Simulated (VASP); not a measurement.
# Hf4HS8 (a cell with a defect) in VASP: notebook

Runs on Hf4HS8 (a cell with a defect). Level: PBE+D3(BJ). Tasks: single point.

All numbers are computed with VASP 6.6.1; they aren't measurements. Logs are shortened: lines on timing, memory, paths and dates and some standing lists are left out, and cuts for length are marked.

### Step 1. The cell of the first run

The cell holds a defect, 13 atoms: a = 6.804 Å, b = 6.804 Å, c = 7.212 Å, α = 105.36°, β = 105.36°, γ = 116.00°.

### Step 2. Single point, PBE+D3(BJ)

INCAR reads:

```
SYSTEM = Hf4HS8
  ALGO = Normal
  EDIFF = 1E-6
  ENCUT = 520
  GGA = PE
  ISIF = 2
  ISMEAR = 0
  IVDW = 12
  LASPH = .True.
  LCHARG = .False.
  LREAL = .False.
  LWAVE = .False.
  NBANDS = 56
  NELECT = 90.0
  NELM = 60
  PREC = Accurate
  SIGMA = 0.02
```

KPOINTS reads:

```
k-points
0
Gamma
  3 3 3
  0 0 0
```

POSCAR reads:

```
Hf4HS8
1.0
    3.6058628313      0.0000000000     -5.7703876582
    3.6058628313      0.0000000000      5.7703876582
   -3.6058628313     -6.2455376290      0.0000000000
Hf S H
4 8 1
Direct
    0.5006999902      0.5026513322      0.0017910388
    1.0081426772      0.0005065625      0.0108101182
    0.4923956114      0.4875394385      0.4955616608
    1.0027237482      0.0090638176      0.4931383306
    0.7940644899      0.5460639941      0.3359521829
    0.2990568826      0.0316569969      0.3356538899
    0.7938425708      0.5388255621      0.8339101146
    0.2913553429      0.0408182758      0.8298084661
    0.7050938186      0.9635833844      0.1635553351
    0.2049310827      0.4581353883      0.1666202434
    0.7074666559      0.9548820956      0.6713063389
    0.2071387021      0.4651536031      0.6670644302
    0.5677088141      0.0466400094      0.7019298034
```

Potentials or basis: VASP PAW PBE potentials, release 64 (Hf_pv, S, H).

The run is started by

```console
$ cat potpaw_PBE.64/Hf_pv/POTCAR potpaw_PBE.64/S/POTCAR potpaw_PBE.64/H/POTCAR > POTCAR
$ mpirun -np 1 vasp_std > vasp.out
```

OUTCAR:

```text
SYSTEM = Hf4HS8
   EDIFF = 1E-6
   ENCUT = 520
   GGA = PE
   ISIF = 2
   ISMEAR = 0
   IVDW = 12
   LASPH = .True.
   LREAL = .False.
   NELECT = 90.0
   NELM = 60
   PREC = Accurate
 IVDW          = 12

 ion  position               nearest neighbor table
   1  0.501  0.503  0.002-   5 2.54  10 2.55   9 2.55   7 2.55   8 2.55  12 2.56   4 3.59   2 3.59
                             3 3.60   3 3.61   2 3.62   4 3.62
   2  0.008  0.001  0.011-   6 2.52   9 2.53  10 2.54   7 2.55   8 2.56  11 2.58   4 3.47   3 3.50
                             1 3.59   1 3.62   3 3.71   4 3.74
   3  0.492  0.488  0.496-   6 2.53  12 2.54  10 2.54   5 2.54   7 2.56  11 2.58   4 3.48   2 3.50
                             1 3.60   1 3.61   2 3.71   4 3.73
   4  0.003  0.009  0.493-   9 2.52  12 2.52   6 2.53   5 2.56   8 2.57  11 2.61   2 3.47   3 3.48
                             1 3.59   1 3.62   3 3.73   2 3.74
   5  0.794  0.546  0.336-   1 2.54   3 2.54   4 2.56
   6  0.299  0.032  0.336-   2 2.52   3 2.53   4 2.53
   7  0.794  0.539  0.834-   2 2.55   1 2.55   3 2.56
   8  0.291  0.041  0.830-   1 2.55   2 2.56   4 2.57
   9  0.705  0.964  0.164-   4 2.52   2 2.53   1 2.55
  10  0.205  0.458  0.167-   3 2.54   2 2.54   1 2.55
  11  0.707  0.955  0.671-  13 1.38   3 2.58   2 2.58   4 2.61
  12  0.207  0.465  0.667-   4 2.52   3 2.54   1 2.56
  13  0.568  0.047  0.702-  11 1.38

  LATTYP: Found a face centered orthorhombic cell.
 ALAT       =     7.2117256626
 B/A-ratio  =     1.6002793029
 C/A-ratio  =     1.7320508076

  Lattice vectors:

 A1 = (   0.0000000000,  -6.2455376290,   5.7703876582)
 A2 = (   3.6058628313,  -6.2455376290,   0.0000000000)
 A3 = (   3.6058628313,   0.0000000000,   5.7703876582)

Analysis of symmetry for initial positions (statically):
=====================================================================
 Subroutine PRICEL returns:
 Original cell was already a primitive cell.

 Routine SETGRP: Setting up the symmetry group for a
 face centered orthorhombic supercell.

 Subroutine GETGRP returns: Found  1 space group operations
 (whereof  1 operations were pure point group operations)
 out of a pool of  8 trial point group operations.

The static configuration has the point symmetry C_1 .

Analysis of symmetry for dynamics (positions and initial velocities):
=====================================================================
 Subroutine PRICEL returns:
 Original cell was already a primitive cell.

 Routine SETGRP: Setting up the symmetry group for a
 face centered orthorhombic supercell.

 Subroutine GETGRP returns: Found  1 space group operations
 (whereof  1 operations were pure point group operations)
 out of a pool of  8 trial point group operations.

The dynamic configuration has the point symmetry C_1 .

 Subroutine INISYM returns: Found  1 space group operations
 (whereof  1 operations are pure point group operations),
 and found     1 'primitive' translations

----------------------------------------------------------------------------------------

                                     Primitive cell

  volume of cell :     259.9046

  direct lattice vectors                    reciprocal lattice vectors
     3.605862831  0.000000000 -5.770387658     0.138663067 -0.080057159 -0.086649291
     3.605862831  0.000000000  5.770387658     0.138663067 -0.080057159  0.086649291
    -3.605862831 -6.245537629  0.000000000     0.000000000 -0.160114318  0.000000000

  length of vectors
     6.804382447  6.804382447  7.211725663     0.182056844  0.182056844  0.160114318

  position of ions in fractional coordinates (direct lattice)
     0.500699990  0.502651332  0.001791039
     0.008142677  0.000506563  0.010810118
     0.492395611  0.487539439  0.495561661
     0.002723748  0.009063818  0.493138331
     0.794064490  0.546063994  0.335952183
     0.299056883  0.031656997  0.335653890
     0.793842571  0.538825562  0.833910115
     0.291355343  0.040818276  0.829808466
     0.705093819  0.963583384  0.163555335
     0.204931083  0.458135388  0.166620243
     0.707466656  0.954882096  0.671306339
     0.207138702  0.465153603  0.667064430
     0.567708814  0.046640009  0.701929803

  ion indices of the primitive-cell ions
   primitive index   ion index
                 1           1
[... 27 lines left out ...]

  Length of vectors
     0.060685615  0.060685615  0.053371439

  Shift w.r.t. Gamma in fractional coordinates (k-lattice)
     0.000000000  0.000000000  0.000000000

 Subroutine IBZKPT returns following result:
 ===========================================

 Found     14 irreducible k-points:

 Following reciprocal coordinates:
            Coordinates               Weight
  0.000000  0.000000  0.000000      1.000000
  0.333333  0.000000 -0.000000      2.000000
  0.000000  0.333333 -0.333333      2.000000
 -0.000000 -0.333333  0.000000      2.000000
 -0.333333 -0.000000  0.333333      2.000000
  0.333333  0.333333 -0.000000      2.000000
  0.333333  0.333333  0.333333      2.000000
 -0.333333  0.333333  0.000000      2.000000
  0.000000  0.000000  0.333333      2.000000
  0.333333  0.000000  0.333333      2.000000
  0.000000  0.333333  0.333333      2.000000
 -0.333333  0.333333  0.333333      2.000000
 -0.333333  0.333333 -0.333333      2.000000
 -0.333333 -0.333333  0.333333      2.000000
   k-points           NKPTS =     14   k-points in BZ     NKDIM =     14   number of bands    NBANDS=     56
   number of dos      NEDOS =    301   number of ions     NIONS =     13
   total plane-waves  NPLWV = 157464
   dimension x,y,z NGX =    54 NGY =   54 NGZ =   54
   dimension x,y,z NGXF=   108 NGYF=  108 NGZF=  108
   ions per type =               4   8   1
   NGX,Y,Z   is equivalent  to a cutoff of  13.19, 13.19, 12.45 a.u.
   NGXF,Y,Z  is equivalent  to a cutoff of  26.39, 26.39, 24.90 a.u.
 SYSTEM =  Hf4HS8
   PREC   = accura    normal or accurate (medium, high low for compatibility)
   ISTART =      0    job   : 0-new  1-cont  2-samecut
   ICHARG =      2    charge: 1-file 2-atom 10-const
   ISPIN  =      1    spin polarized calculation?
   LNONCOLLINEAR =      F non collinear calculations
   LSORBIT =      F    spin-orbit coupling
   LASPH  =      T    aspherical Exc in radial PAW
   ENCUT  =  520.0 eV  38.22 Ry    6.18 a.u.  12.65 12.65 13.41*2*pi/ulx,y,z
   NELM   =     60;   NELMIN=  2; NELMDL= -5     # of ELM steps
   EDIFF  = 0.1E-05   stopping-criterion for ELM
   LREAL  =      F    real-space projection
   EDIFFG = 0.1E-04   stopping-criterion for IOM
   NSW    =      0    number of steps for IOM
   IBRION =     -1    ionic relax: 0-MD 1-quasi-New 2-CG
   NFREE  =      0    steps in history (QN), initial steepest desc. (CG)
   ISIF   =      2    stress and relaxation
   ISYM   =      2    0-nonsym 1-usesym 2-fastsym
   POTIM  = 0.5000    time-step for ionic-motion
   TEBEG  =    0.0;   TEEND  =   0.0 temperature during run
   PSTRESS=    0.0 pullay stress
   NELECT =      90.0000    total number of electrons
   NUPDOWN=      -1.0000    fix difference up-down
   EMIN   =  10.00;   EMAX   =-10.00  energy-range for DOS
   EFERMI =   0.00;   METHOD = LEGACY
   ISMEAR =     0;   SIGMA  =   0.02  broadening in eV -4-tet -1-fermi 0-gaus
   EFERMI_NEDOS =   21; number of points for ismear=-14 and -15
   IALGO  =     38    algorithm
   IMIX   =      4    mixing-type and parameters
     AMIX     =   0.40;   BMIX     =  1.00
     AMIX_MAG =   1.60;   BMIX_MAG =  1.00
  volume/ion in A,a.u.               =      19.99       134.92
  Fermi-wavevector in a.u.,A,eV,Ry     =   1.149611  2.172450 17.981541  1.321606
  Thomas-Fermi vector in A             =   2.286280
   LORBIT       =      0    0 simple, 1 ext, 2 COOP (PROOUT), +10 PAW based schemes
   GGA     = PE    functional components
   LHFCALC =     F    Hartree Fock is set to
   AEXX    =    0.0000 exact exchange contribution
   IVDW    =    12    specifies the selected vdW correction
   LEPSILON=     F    determine dielectric tensor
   LRPA    =     F    only Hartree local field effects (RPA)
 non-spin polarized calculation
 Gauss-broadening in eV      SIGMA  =   0.02
  energy-cutoff  :      520.00
  volume of cell :      259.90
 maximum number of plane-waves:      7055
 NGX is ok and might be reduce to    50
   NGX = 25   NGY = 25   NGZ = 27

 number of electron      90.0000000 magnetization

 Free energy of the ion-electron system (eV)
  ---------------------------------------------------
  ext. energy  EPLUGINS =         0.00000000
  ---------------------------------------------------
  free energy    TOTEN  =       -88.94804681 eV

  energy without entropy =      -88.94804681  energy(sigma->0) =      -88.94804681

 E-fermi :   5.0948     XC(G=0):  -9.9841

 val. band max:        4.9356442052   @ k =   0.0000   0.3333  -0.3333
 cond. band min:       5.3853689950   @ k =   0.0000   0.3333  -0.3333
 fundamental gap:      0.4497247898
 Fermi energy:         5.0948193549

 k-point     1 :       0.0000    0.0000    0.0000
  band No.  band energies     occupation
      1     -26.7980      2.00000
      2     -26.7894      2.00000
      3     -26.7846      2.00000
      4     -26.6395      2.00000
      5     -26.6351      2.00000
      6     -26.6312      2.00000
[... 815 lines left out ...]
     55       7.8398      0.00000
     56       7.9345      0.00000

------------------------ aborting loop because EDIFF is reached ----------------------------------------

 Edisp (eV)   -4.22215

 E8    (eV) :    -1.8054

  FORCE on cell =-STRESS in cart. coord.  units (eV):
  Direction    XX          YY          ZZ          XY          YZ          ZX
  --------------------------------------------------------------------------------------
  -------------------------------------------------------------------------------------
  Total       4.93610     5.05685     9.68762    -0.11566     0.39920     0.61343
  in kB      30.42849    31.17288    59.71913    -0.71296     2.46085     3.78148
  external pressure =       40.44 kB  Pullay stress =        0.00 kB

 VOLUME and BASIS-vectors are now :
 -----------------------------------------------------------------------------
  energy-cutoff  :      520.00
  volume of cell :      259.90
      direct lattice vectors                 reciprocal lattice vectors
     3.605862831  0.000000000 -5.770387658     0.138663067 -0.080057159 -0.086649291
     3.605862831  0.000000000  5.770387658     0.138663067 -0.080057159  0.086649291
    -3.605862831 -6.245537629  0.000000000     0.000000000 -0.160114318  0.000000000

 POSITION                                       TOTAL-FORCE (eV/Angst)
 -----------------------------------------------------------------------------------
      3.61149     -0.01119      0.01126        -0.012092     -0.001602     -0.004716
     -0.00779     -0.06751     -0.04406        -0.004921     -0.016977      0.001783
      1.74658     -3.09505     -0.02802        -0.017497      0.003885     -0.014043
     -1.73568     -3.07991      0.03658         0.025178      0.012267     -0.012103
      3.62092     -2.09820     -1.43106        -0.010234      0.000522      0.059740
     -0.01781     -2.09634     -1.54300        -0.007758     -0.001079      0.066006
      1.79845     -5.20822     -1.47155        -0.005549     -0.004069      0.065027
     -1.79440     -5.18260     -1.44570        -0.012132     -0.012216      0.062569
      5.42726     -1.02149      1.49159        -0.006066     -0.008683     -0.063884
      1.79012     -1.04063      1.46109        -0.001798     -0.006718     -0.054955
      3.57356     -4.19267      1.42768        -0.010160     -0.006213      0.004827
      0.01885     -4.16618      1.48885        -0.011329     -0.001705     -0.061411
     -0.31581     -4.38393     -3.00677         0.074356      0.042588     -0.048840
 -----------------------------------------------------------------------------------
    total drift:                                0.000057      0.000184     -0.000482

  FREE ENERGIE OF THE ION-ELECTRON SYSTEM (eV)
  ---------------------------------------------------
  free  energy   TOTEN  =       -93.1701959083 eV

  energy  without entropy=      -93.1701959083  energy(sigma->0) =      -93.17019591
```

It took 3.5 min on 1 thread of Intel Xeon Platinum 8488C (Sapphire Rapids), shared host; peak memory 0.49 GiB.

Results:

```yaml
Free_energy: -93.1702 eV
Largest_force: 0.099 eV/Å
Dispersion_energy_per_atom: -0.325 eV
```

Forces on the atoms (eV/Å):
```
Hf  -0.012 -0.002 -0.005
Hf  -0.005 -0.017  0.002
Hf  -0.017  0.004 -0.014
Hf   0.025  0.012 -0.012
S   -0.010  0.001  0.060
S   -0.008 -0.001  0.066
S   -0.006 -0.004  0.065
S   -0.012 -0.012  0.063
S   -0.006 -0.009 -0.064
S   -0.002 -0.007 -0.055
S   -0.010 -0.006  0.005
S   -0.011 -0.002 -0.061
H    0.074  0.043 -0.049
```

Caveat: the k points lie up to 0.38 Å⁻¹ apart, too coarse for converged energies and pressures of a metal; the cell carries a net charge on a neutralising background, which shifts energy and pressure; the cell is charged against a uniform background, so pressure and absolute levels hang on convention; spin-orbit coupling is left out, which moves the levels of the heavy elements.

(Continued in part 2 of 2.)
